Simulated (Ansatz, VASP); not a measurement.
## Two plane-wave programs on MgO

Contents of POSCAR:

```
MgO
1.0
    0.0000000000      2.3404250073      2.1913677277
    2.3404250073      0.0000000000      2.1913677277
    2.3404250073      2.3404250073      0.0000000000
Mg O
1 1
Direct
    0.0000000000      0.0000000000      0.0000000000
    0.2500000000      0.2500000000      0.2500000000
```

INCAR.step1

```
SYSTEM = MgO
ALGO = Normal
EDIFF = 1E-5
ENCUT = 520
GGA = PE
ISIF = 2
ISMEAR = 0
LASPH = .True.
LCHARG = .False.
LREAL = .False.
LWAVE = .True.
NBANDS = 11
NELM = 60
PREC = Accurate
SIGMA = 0.01
```

Contents of INCAR.step2:

```
SYSTEM = MgO
ALGO = Normal
EDIFF = 1E-7
ENCUT = 520
GGA = PE
HFSCREEN = 0.2079
ISIF = 2
ISMEAR = 0
ISTART = 1
LASPH = .True.
LCHARG = .False.
LHFCALC = .True.
LREAL = .False.
LWAVE = .False.
NBANDS = 11
NELM = 60
PREC = Accurate
PRECFOCK = Normal
SIGMA = 0.01
```

KPOINTS

```
k-points
0
Gamma
  6 6 6
  0 0 0
```

Input for Ansatz:

```yaml
crystal:
  lattice:
    - [0.0, 2.3404250073, 2.1913677277]
    - [2.3404250073, 0.0, 2.1913677277]
    - [2.3404250073, 2.3404250073, 0.0]
  atoms:
    - { symbol: Mg, position: [0.0, 0.0, 0.0] }
    - { symbol: O, position: [0.25, 0.25, 0.25] }
kpoints:
  mp_grid: { grid: [6, 6, 6] }
  band_path:
    path:
      - [0.0, 0.0, 0.0]
      - [-0.5, -0.5, 0.0]
      - [-0.375, -0.375, 0.25]
      - [-0.375, 0.0, 0.375]
      - [0.0, 0.0, 0.5]
      - [-0.5, -0.25, 0.25]
    npoints: 1
hamiltonian:
  xc: hse06
scf:
  occupations: { method: fixed }
  n_extra_bands: 4
output:
  forces: true
  stress: true
  eigenvalues: true
```

Change from the starting cell: epitaxial_xy strain +2.6%.

Alike in both runs: task single point; functional HSE06; k mesh 6 × 6 × 6; no spin polarisation.

|  | VASP | Ansatz |
| --- | --- | --- |
| version | VASP 6.6.1 | Ansatz 0.2.0 |
| potentials or method | VASP PAW PBE potentials, release 64 (Mg, O) | plane waves, PAW |
| plane-wave cutoff (eV) | 520 | 420 |
| occupations | gaussian, width 0.01 eV | fixed |
| valence electrons in the cell | 8 | 16 |

```tsv
	VASP	Ansatz	Ansatz less VASP
gap on the k mesh at the Fermi level (eV)	5.08	5.11	+0.029
pressure (GPa)	-1.6	-1.5	+0.09
traceless stress, the component that is largest in VASP (GPa)	1.50	1.50	-0.004
```

VASP's potentials hold 8 valence electrons a cell and Ansatz's 16, so a difference there can come from the potentials and not from the codes. Ansatz's warnings: stress exchange threshold loose, stress scf threshold loose.
